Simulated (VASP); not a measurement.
Runs of VASP 6.6.1 on PtSe2. The structure is that of space group P-3m1 (No. 164), or close to it. The cells are those of the table. 

| cell | smearing | gap on the mesh (eV) | pressure (GPa) | largest force (eV/Å) |
| --- | --- | --- | --- | --- |
| a = 3.717, b = 3.717, c = 5.712 Å, angles 90.0, 90.0, 120.0°, 3 atoms | gaussian 0.05 eV | (a) | 0.4 | 0.01 |
| a = 3.717, b = 3.717, c = 5.830 Å, angles 90.0, 90.0, 120.0°, 3 atoms | gaussian 0.05 eV | 0.65 | 0.1 | 0.01 |
| a = 3.717, b = 3.717, c = 5.830 Å, angles 90.0, 90.0, 120.0°, 3 atoms | methfessel-paxton 0.001 eV | 0.65 | 0.1 | 0.01 |
| a = 3.716, b = 3.716, c = 6.240 Å, angles 90.0, 90.0, 120.0°, 3 atoms | gaussian 0.05 eV | 0.97 | -0.4 | 0.01 |
| a = 3.716, b = 3.716, c = 6.066 Å, angles 90.0, 90.0, 120.0°, 3 atoms | gaussian 0.05 eV | (b) | -0.3 | 0.01 |

Alike in all rows: task single point; level r2SCAN; potentials or basis VASP PAW PBE potentials, release 64 (Pt, Se); no spin polarisation; k mesh 8 × 8 × 4; cutoff (eV) 520.

**Question.** Fill in the values left out.

**Answer.** (a) 0.53; (b) 0.84.

Caveats: the PAW data sets were made with another functional, which shifts forces and pressure a little; spin-orbit coupling is left out, which moves the levels of the heavy elements.

A k mesh can miss the band edges, and the runs leave out spin-orbit coupling on Pt, Se.
